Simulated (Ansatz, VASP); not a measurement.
## Two plane-wave programs on SiGe

Contents of POSCAR:

```
SiGe
1.0
    3.9044512986      0.0000000000      0.0000000000
   -1.9522256493      3.3813540124      0.0000000000
    0.0000000000      0.0000000000      6.4507830000
Si Ge
2 2
Direct
    0.6666666667      0.3333333333      0.8746070000
    0.3333333333      0.6666666667      0.3746070000
    0.6666666667      0.3333333333      0.5003920000
    0.3333333333      0.6666666667      0.0003920000
```

INCAR.step1

```
PREC = Accurate
ENCUT = 520
ISMEAR = 0
SIGMA = 0.05
LREAL = F
LASPH = T
NELM = 100
NBANDS = 26
GGA = PE
ALGO = Normal
EDIFF = 1E-4
LWAVE = T
LCHARG = F
```

Contents of INCAR.step2:

```
PREC = Accurate
ENCUT = 520
EDIFF = 1E-6
ISMEAR = 0
SIGMA = 0.05
LREAL = F
LASPH = T
NELM = 100
ALGO = Normal
ISIF = 2
LWAVE = F
LCHARG = F
METAGGA = R2SCAN
LMIXTAU = T
NBANDS = 26
ISTART = 1
```

Contents of KPOINTS:

```
regular mesh
0
Gamma
  12 12 4
```

Input for Ansatz:

```yaml
crystal:
  lattice:
    - [3.9044512986, 0.0, 0.0]
    - [-1.9522256493, 3.3813540124, 0.0]
    - [0.0, 0.0, 6.450783]
  atoms:
    - { symbol: Si, position: [0.6666666667, 0.3333333333, 0.874607] }
    - { symbol: Si, position: [0.3333333333, 0.6666666667, 0.374607] }
    - { symbol: Ge, position: [0.6666666667, 0.3333333333, 0.500392] }
    - { symbol: Ge, position: [0.3333333333, 0.6666666667, 0.000392] }
basis:
  ecutwfc: 500
kpoints:
  mp_grid: { grid: [12, 12, 4] }
hamiltonian:
  xc: r2scan
scf:
  occupations: { method: gaussian, width: 0.05 }
output:
  forces: true
  stress: true
  eigenvalues: true
```

Alike in both runs: task single point; functional r2SCAN; k mesh 12 × 12 × 4; occupations gaussian, width 0.05 eV; no spin polarisation.

|  | VASP | Ansatz |
| --- | --- | --- |
| version | VASP 6.6.1 | Ansatz 0.2.0 |
| potentials or method | VASP PAW PBE potentials, release 64 (Si, Ge_d), cutoff 520 eV | scalar-relativistic, plane waves, PAW |
| valence electrons in the cell | 36 | 36 |

|  | VASP | Ansatz | Ansatz less VASP |
| --- | --- | --- | --- |
| gap on the k mesh at the Fermi level (eV) | 0.66 | 0.66 | 0.000 |
| least direct gap on the mesh (eV) | 0.78 | 0.78 | +0.007 |
| pressure (GPa) | 0.0 | 0.0 | +0.05 |
| rms of the force components (eV/Å) | 0.013 | 0.010 | -0.0028 |

VASP's potentials were made for PBE, not for r2SCAN. Atom by atom the forces differ by 0.003 eV/Å (rms over components). The functional is the same, so the differences come from potentials, cutoffs and numerics.
